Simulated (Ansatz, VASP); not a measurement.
# One calculation of Si2Ni, two programs

```
Ni Si
1.0
     0.00000    2.70300    2.70300
     2.70300    0.00000    2.70300
     2.70300    2.70300    0.00000
Ni Si
1 2
Cartesian
  0.0000 0.0000 0.0000
  4.0545 4.0545 4.0545
  1.3515 1.3515 1.3515
```

Alike in both runs: task single point; functional PBE; k mesh 9 × 9 × 9; occupations gaussian, width 0.017 eV; collinear spin.

|  | VASP | Ansatz |
| --- | --- | --- |
| version | VASP 6.6.1 | Ansatz 0.2.0 |
| potentials or method | VASP PAW PBE potentials, release 64 (Ni, Si) | Ansatz PAW |
| plane-wave cutoff (eV) | 520 | 420 |
| valence electrons in the cell | 18 | 26 |

|  | VASP | Ansatz | Ansatz less VASP |
| --- | --- | --- | --- |
| gap on the k mesh at the Fermi level (eV) | none | none | - |
| pressure (GPa) | 3.8 | 4.0 | +0.15 |
| net moment per atom (μB) | 0.00 | 0.00 | 0.000 |

A gap of «none» marks a metal or a gap that the smearing closes. VASP's potentials hold 18 valence electrons a cell and Ansatz's 26, so a difference there can come from the potentials and not from the codes.
